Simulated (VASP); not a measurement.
# HC20 in VASP: single point with LDA

Aim: the single point of HC20 with LDA.

Everything below comes from runs of VASP 6.6.1. Logs are shortened: lines on timing, memory, paths and dates and some standing lists are left out, and cuts for length are marked.

**1. The cell of the first run**

The cell holds a slab with vacuum, 42 atoms: a = 7.202 Å, b = 8.468 Å, c = 22.792 Å, α = 90.00°, β = 90.00°, γ = 113.08°.

**2. Single point, LDA**

Contents of INCAR:

```
SYSTEM = HC20
PREC = Accurate
ENCUT = 520
EDIFF = 1E-6
ISMEAR = 0
SIGMA = 0.05
LREAL = Auto
LASPH = .TRUE.
NELM = 60
ALGO = Normal
ISIF = 2
LWAVE = .FALSE.
LCHARG = .FALSE.
LDIPOL = .TRUE.
IDIPOL = 3
DIPOL = 0.5 0.5 0.288
NBANDS = 108
```

Contents of KPOINTS:

```
Automatic mesh
0
G
  4 4 1
  0 0 0
```

Contents of POSCAR:

```
HC20
1.0
    7.2015518731      0.0000000000      0.0000000000
   -3.3194130427      7.7907812636      0.0000000000
    0.0000000000      0.0000000000     22.7916832250
C H
40 2
Direct
    0.2501129010      0.1667043003      0.1755026147
    0.2501129010      0.6667043003      0.1755026147
    0.7501129009      0.1667043003      0.1755026147
    0.7501129009      0.6667043003      0.1755026147
    0.2498870990      0.3332956997      0.1755026147
    0.2498870990      0.8332956997      0.1755026147
    0.7498870990      0.3332956997      0.1755026147
    0.7498870990      0.8332956997      0.1755026147
    0.2501129010      0.4167043003      0.2291325538
    0.2501129010      0.9167043003      0.2291325538
    0.7501129009      0.4167043003      0.2291325538
    0.7501129009      0.9167043003      0.2291325538
    0.2498870990      0.0832956997      0.2291325538
    0.2498870991      0.5832956997      0.2291325538
    0.7498870990      0.0832956997      0.2291325538
    0.7498870990      0.5832956997      0.2291325538
    0.2500458055      0.1676520614      0.2827258575
    0.2500458055      0.6676520614      0.2827258575
    0.7500458055      0.1676520614      0.2827258575
    0.7500458055      0.6676520614      0.2827258575
    0.2499541945      0.3323479386      0.2827258575
    0.2499541945      0.8323479386      0.2827258575
    0.7499541945      0.3323479386      0.2827258575
    0.7499541945      0.8323479386      0.2827258575
    0.2500622594      0.4183368654      0.3365410697
    0.2500622594      0.9183368654      0.3365410697
    0.7500622594      0.4183368654      0.3365410697
    0.7500622594      0.9183368654      0.3365410697
    0.2499377406      0.0816631346      0.3365410697
    0.2499377406      0.5816631346      0.3365410697
    0.7499377406      0.0816631346      0.3365410697
    0.7499377406      0.5816631346      0.3365410697
    0.2501903787      0.1771682769      0.3857408485
    0.2501903787      0.6771682769      0.3857408485
    0.7501903787      0.1771682769      0.3857408485
    0.7501903787      0.6771682769      0.3857408485
    0.2498096213      0.3228317231      0.3857408485
    0.2498096213      0.8228317231      0.3857408485
    0.7498096213      0.3228317231      0.3857408485
    0.7498096213      0.8228317231      0.3857408485
    0.9998096213      0.2345629937      0.4054848926
    0.9998096213      0.4111004525      0.4054848926
```

Potentials or basis: VASP PAW LDA potentials, release 64 (C, H).

Launch:

```console
$ cat potpaw_LDA.64/C/POTCAR potpaw_LDA.64/H/POTCAR > POTCAR
$ mpirun -np 1 vasp_std > vasp.out
```

OUTCAR:

```text
SYSTEM = HC20
   PREC = Accurate
   ENCUT = 520
   EDIFF = 1E-6
   ISMEAR = 0
   LREAL = Auto
   LASPH = .TRUE.
   NELM = 60
   ISIF = 2

 ion  position               nearest neighbor table
   1  0.250  0.167  0.176-   5 1.41  13 1.41
   2  0.250  0.667  0.176-   6 1.41  14 1.41
   3  0.750  0.167  0.176-   7 1.41  15 1.41
   4  0.750  0.667  0.176-   8 1.41  16 1.41
   5  0.250  0.333  0.176-   1 1.41   9 1.41
   6  0.250  0.833  0.176-   2 1.41  10 1.41
   7  0.750  0.333  0.176-   3 1.41  11 1.41
   8  0.750  0.833  0.176-   4 1.41  12 1.41
   9  0.250  0.417  0.229-  14 1.41   5 1.41  21 1.41
  10  0.250  0.917  0.229-  13 1.41   6 1.41  22 1.41
  11  0.750  0.417  0.229-  16 1.41   7 1.41  23 1.41
  12  0.750  0.917  0.229-  15 1.41   8 1.41  24 1.41
  13  0.250  0.083  0.229-  10 1.41   1 1.41  17 1.41
  14  0.250  0.583  0.229-   9 1.41   2 1.41  18 1.41
[... 16 lines left out ...]
  31  0.750  0.082  0.337-  35 1.38  28 1.38  19 1.43
  32  0.750  0.582  0.337-  36 1.38  27 1.38  20 1.43
  33  0.250  0.177  0.386-  37 1.23  29 1.38
  34  0.250  0.677  0.386-  38 1.23  30 1.38
  35  0.750  0.177  0.386-  39 1.23  31 1.38
  36  0.750  0.677  0.386-  40 1.23  32 1.38
  37  0.250  0.323  0.386-  33 1.23  25 1.38
  38  0.250  0.823  0.386-  34 1.23  26 1.38
  39  0.750  0.323  0.386-  35 1.23  27 1.38
  40  0.750  0.823  0.386-  36 1.23  28 1.38
  41  1.000  0.235  0.405-
  42  1.000  0.411  0.405-

  LATTYP: Found a simple monoclinic cell.
 ALAT       =     7.2015518731
 B/A-ratio  =     3.1648294182
 C/A-ratio  =     1.1759212235
 COS(beta)  =    -0.3919737412

  Lattice vectors:

 A1 = (   7.2015518731,   0.0000000000,   0.0000000000)
 A2 = (   0.0000000000,   0.0000000000, -22.7916832250)
 A3 = (  -3.3194130427,   7.7907812636,   0.0000000000)

Analysis of symmetry for initial positions (statically):
=====================================================================
 Subroutine PRICEL returns:
 Original cell was already a primitive cell.

 Routine SETGRP: Setting up the symmetry group for a
 simple monoclinic supercell.

 Subroutine GETGRP returns: Found  1 space group operations
 (whereof  1 operations were pure point group operations)
 out of a pool of  4 trial point group operations.

The static configuration has the point symmetry C_1 .

Analysis of symmetry for dynamics (positions and initial velocities):
=====================================================================
 Subroutine PRICEL returns:
 Original cell was already a primitive cell.

 Routine SETGRP: Setting up the symmetry group for a
 simple monoclinic supercell.

 Subroutine GETGRP returns: Found  1 space group operations
 (whereof  1 operations were pure point group operations)
 out of a pool of  4 trial point group operations.

The dynamic configuration has the point symmetry C_1 .

 Subroutine INISYM returns: Found  1 space group operations
 (whereof  1 operations are pure point group operations),
 and found     1 'primitive' translations

----------------------------------------------------------------------------------------

                                     Primitive cell

  volume of cell :    1278.7437

  direct lattice vectors                    reciprocal lattice vectors
     7.201551873  0.000000000  0.000000000     0.138858960  0.059163545  0.000000000
    -3.319413043  7.790781264  0.000000000     0.000000000  0.128356832  0.000000000
     0.000000000  0.000000000 22.791683225     0.000000000  0.000000000  0.043875654

  length of vectors
     7.201551873  8.468457690 22.791683225     0.150937523  0.128356832  0.043875654

  position of ions in fractional coordinates (direct lattice)
     0.250112901  0.166704300  0.175502615
     0.250112901  0.666704300  0.175502615
     0.750112901  0.166704300  0.175502615
     0.750112901  0.666704300  0.175502615
     0.249887099  0.333295700  0.175502615
     0.249887099  0.833295700  0.175502615
[... 34 lines left out ...]
     0.999809621  0.234562994  0.405484893
     0.999809621  0.411100453  0.405484893

  ion indices of the primitive-cell ions
   primitive index   ion index
                 1           1
                 2           2
                 3           3
                 4           4
                 5           5
                 6           6
[... 34 lines left out ...]
                41          41
                42          42

----------------------------------------------------------------------------------------

 KPOINTS: Automatic mesh

Automatic generation of k-mesh.
 Grid dimensions read from file:
 generate k-points for:    4    4    1

 Generating k-lattice:

  Cartesian coordinates                     Fractional coordinates (reciprocal lattice)
     0.034714740  0.014790886  0.000000000     0.250000000  0.000000000  0.000000000
     0.000000000  0.032089208  0.000000000     0.000000000  0.250000000  0.000000000
     0.000000000  0.000000000  0.043875654     0.000000000  0.000000000  1.000000000

  Length of vectors
     0.037734381  0.032089208  0.043875654

  Shift w.r.t. Gamma in fractional coordinates (k-lattice)
     0.000000000  0.000000000  0.000000000

 Subroutine IBZKPT returns following result:
 ===========================================

 Found     10 irreducible k-points:

 Following reciprocal coordinates:
            Coordinates               Weight
  0.000000  0.000000  0.000000      1.000000
  0.250000  0.000000  0.000000      2.000000
  0.500000  0.000000  0.000000      1.000000
  0.000000  0.250000  0.000000      2.000000
  0.250000  0.250000  0.000000      2.000000
  0.500000  0.250000  0.000000      2.000000
 -0.250000  0.250000  0.000000      2.000000
  0.000000  0.500000  0.000000      1.000000
  0.250000  0.500000  0.000000      2.000000
  0.500000  0.500000  0.000000      1.000000
   k-points           NKPTS =     10   k-points in BZ     NKDIM =     10   number of bands    NBANDS=    108
   number of dos      NEDOS =    301   number of ions     NIONS =     42
   total plane-waves  NPLWV = 622080
   dimension x,y,z NGX =    54 NGY =   64 NGZ =  180
   dimension x,y,z NGXF=   108 NGYF=  128 NGZF=  360
   ions per type =              40   2
   NGX,Y,Z   is equivalent  to a cutoff of  12.47, 12.56, 13.13 a.u.
   NGXF,Y,Z  is equivalent  to a cutoff of  24.93, 25.13, 26.26 a.u.
 SYSTEM =  HC20
   PREC   = accura    normal or accurate (medium, high low for compatibility)
   ISTART =      0    job   : 0-new  1-cont  2-samecut
   ICHARG =      2    charge: 1-file 2-atom 10-const
   ISPIN  =      1    spin polarized calculation?
   LNONCOLLINEAR =      F non collinear calculations
   LSORBIT =      F    spin-orbit coupling
   LASPH  =      T    aspherical Exc in radial PAW
   ENCUT  =  520.0 eV  38.22 Ry    6.18 a.u.  13.39 15.75 42.38*2*pi/ulx,y,z
   NELM   =     60;   NELMIN=  2; NELMDL= -5     # of ELM steps
   EDIFF  = 0.1E-05   stopping-criterion for ELM
   LREAL  =      T    real-space projection
   EDIFFG = 0.1E-04   stopping-criterion for IOM
   NSW    =      0    number of steps for IOM
   IBRION =     -1    ionic relax: 0-MD 1-quasi-New 2-CG
   NFREE  =      0    steps in history (QN), initial steepest desc. (CG)
   ISIF   =      2    stress and relaxation
   ISYM   =      2    0-nonsym 1-usesym 2-fastsym
   POTIM  = 0.5000    time-step for ionic-motion
   TEBEG  =    0.0;   TEEND  =   0.0 temperature during run
   PSTRESS=    0.0 pullay stress
   NELECT =     162.0000    total number of electrons
   NUPDOWN=      -1.0000    fix difference up-down
   EMIN   =  10.00;   EMAX   =-10.00  energy-range for DOS
   EFERMI =   0.00;   METHOD = LEGACY
   ISMEAR =     0;   SIGMA  =   0.05  broadening in eV -4-tet -1-fermi 0-gaus
   EFERMI_NEDOS =   21; number of points for ismear=-14 and -15
   IALGO  =     38    algorithm
   IMIX   =      4    mixing-type and parameters
     AMIX     =   0.40;   BMIX     =  1.00
     AMIX_MAG =   1.60;   BMIX_MAG =  1.00
  volume/ion in A,a.u.               =      30.45       205.46
  Fermi-wavevector in a.u.,A,eV,Ry     =   0.822215  1.553761  9.198046  0.676037
  Thomas-Fermi vector in A             =   1.933511
   LORBIT       =      0    0 simple, 1 ext, 2 COOP (PROOUT), +10 PAW based schemes
   GGA     = CA    functional components
   LHFCALC =     F    Hartree Fock is set to
   AEXX    =    0.0000 exact exchange contribution
   IVDW    =     0    specifies the selected vdW correction
   LEPSILON=     F    determine dielectric tensor
   LRPA    =     F    only Hartree local field effects (RPA)
 non-spin polarized calculation
 Gauss-broadening in eV      SIGMA  =   0.05
  energy-cutoff  :      520.00
  volume of cell :     1278.74
 maximum number of plane-waves:     34461
 NGX is ok and might be reduce to    54
   NGX = 27   NGY = 31   NGZ = 85

 dipolmoment           0.000000      0.000000      0.642477 electrons x Angstroem

 number of electron     162.0000011 magnetization

 dipolmoment           0.000000      0.000000     -0.271048 electrons x Angstroem

 Free energy of the ion-electron system (eV)
  ---------------------------------------------------
  ext. energy  EPLUGINS =         0.00000000
  ---------------------------------------------------
  free energy    TOTEN  =      -367.20086759 eV

  energy without entropy =     -367.18714712  energy(sigma->0) =     -367.19400735

 E-fermi :  -3.3576     XC(G=0):  -3.7539

 val. band max:       -3.3666199394   @ k =   0.2500   0.5000   0.0000
 cond. band min:      -3.3404153931   @ k =   0.0000   0.0000   0.0000
 fundamental gap:      0.0262045463
 Fermi energy:        -3.3575537280

 k-point     1 :       0.0000    0.0000    0.0000
  band No.  band energies     occupation
      1     -22.2018      2.00000
      2     -21.8580      2.00000
      3     -20.8670      2.00000
      4     -20.6942      2.00000
      5     -20.4882      2.00000
      6     -20.3433      2.00000
[... 85 lines left out ...]
     92      -1.4115      0.00000
     93      -1.1345      0.00000

 k-point     2 :       0.2500    0.0000    0.0000
  band No.  band energies     occupation
      1     -22.1556      2.00000
      2     -21.9109      2.00000
      3     -20.8611      2.00000
      4     -20.7402      2.00000
      5     -20.4469      2.00000
      6     -20.3312      2.00000
[... 757 lines left out ...]
     92      -0.6595      0.00000
     93      -0.4613      0.00000

 k-point    10 :       0.5000    0.5000    0.0000
  band No.  band energies     occupation
      1     -21.8022      2.00000
      2     -21.7555      2.00000
      3     -21.5687      2.00000
      4     -21.5625      2.00000
      5     -20.0190      2.00000
      6     -19.9617      2.00000
[... 85 lines left out ...]
     92      -0.5368      0.00000
     93      -0.4937      0.00000
 [bands above 93 left out]

------------------------ aborting loop because EDIFF is reached ----------------------------------------

 vacuum level on the upper side and lower side of the slab       (xc-potential included)        -0.542         0.311

  FORCE on cell =-STRESS in cart. coord.  units (eV):
  Direction    XX          YY          ZZ          XY          YZ          ZX
  --------------------------------------------------------------------------------------
  -------------------------------------------------------------------------------------
  Total       -8.0589955      0.4732778     -4.2345289     -3.7995695     -0.9899241      0.1208079
  in kB      -10.0973635      0.5929843     -5.3055716     -4.7605975     -1.2403063      0.1513639
  external PRESSURE =      -4.9366503 kB  Pullay stress =       0.0000000 kB

 VOLUME and BASIS-vectors are now :
 -----------------------------------------------------------------------------
  energy-cutoff  :      520.00
  volume of cell :     1278.74
      direct lattice vectors                 reciprocal lattice vectors
     7.201551873  0.000000000  0.000000000     0.138858960  0.059163545  0.000000000
    -3.319413043  7.790781264  0.000000000     0.000000000  0.128356832  0.000000000
     0.000000000  0.000000000 22.791683225     0.000000000  0.000000000  0.043875654

 POSITION                                       TOTAL-FORCE (eV/Angst)
 -----------------------------------------------------------------------------------
      1.24784      1.29876      4.00000        -2.704264      6.463509      1.048139
     -0.41187      5.19415      4.00000        -2.747199      6.382134      1.070655
      4.84862      1.29876      4.00000        -2.757169      6.470107      1.082392
      3.18891      5.19415      4.00000        -2.679829      6.529504      1.166247
      0.69323      2.59663      4.00000         2.691760     -6.408457      1.109434
     -0.96648      6.49202      4.00000         2.710619     -6.382190      1.123998
[... 34 lines left out ...]
      6.42157      1.82743      9.24168        -0.251162     -0.071094     -0.198261
      5.83557      3.20279      9.24168        -1.311632      0.067565      0.285053
 -----------------------------------------------------------------------------------
    total drift:                                0.000160     -0.000220     -0.043274

  FREE ENERGIE OF THE ION-ELECTRON SYSTEM (eV)
  ---------------------------------------------------
  free  energy   TOTEN  =      -367.2008675857 eV

  energy  without entropy=     -367.1871471207  energy(sigma->0) =     -367.19400735

 vacuum level on the upper side and lower side of the slab         2.348         3.218
```

Wall time 45 min (1 thread of Intel Xeon 6975P-C (Granite Rapids), shared host); peak memory 1.3 GiB.

Results:

```yaml
Free_energy: -367.2009 eV
Largest_force: 7.154 eV/Å
Band_gap_on_the_k_mesh: zero (band 81 reaches -3.33 eV, above the bottom of band 82 at -3.39 eV)
```

Forces on the atoms (eV/Å):
```
C   -2.704  6.464  1.048
C   -2.747  6.382  1.071
C   -2.757  6.470  1.082
C   -2.680  6.530  1.166
C    2.692 -6.408  1.109
C    2.711 -6.382  1.124
C    2.761 -6.430  1.045
C    2.683 -6.518  1.206
C   -0.182  0.458 -1.270
C   -0.120  0.401 -1.180
C   -0.174  0.318 -1.135
C   -0.139  0.349 -1.202
C    0.155 -0.352 -1.065
C    0.217 -0.419 -1.078
C    0.119 -0.292 -1.067
C    0.086 -0.382 -1.160
C   -0.058 -0.083 -0.214
C    0.052 -0.122 -0.101
C    0.152 -0.213 -0.359
C    0.025 -0.019 -0.089
C    0.039  0.249  0.079
C   -0.028  0.050 -0.026
C   -0.108  0.196 -0.186
C    0.029  0.047 -0.058
C    0.382  0.610 -1.287
C    0.129  0.054 -0.005
C   -0.630 -0.051 -0.904
C   -0.049  0.178  0.057
C    0.083 -0.091 -0.006
C    0.122 -0.179 -0.285
C   -0.775 -0.268 -0.716
C    0.087 -0.305  0.044
C    1.099 -2.380  0.011
C   -0.014 -0.921  0.415
C    3.822 -4.209  0.880
C    0.028 -0.098  0.221
C   -2.932  1.383  1.283
C   -0.311  0.592  0.265
C    0.553  5.285  1.001
C   -0.055  0.110  0.200
H   -0.251 -0.071 -0.198
H   -1.312  0.068  0.285
```

Levels at points of the mesh, in eV from the Fermi level:
```
           k point  band 78  band 79  band 80  band 81  band 82  band 83  band 84  band 85
(0.00, 0.00, 0.00)    -0.90    -0.57    -0.40    -0.08     0.02     0.31     0.51     0.67
(0.50, 0.00, 0.00)    -0.96    -0.46    -0.36    -0.06    -0.03     0.29     0.52     0.92
(0.00, 0.50, 0.00)    -1.11    -1.09    -1.07     0.03     0.20     0.62     0.65     0.83
(0.50, 0.50, 0.00)    -1.17    -0.84    -0.82    -0.05     0.17     0.59     0.67     0.85
```
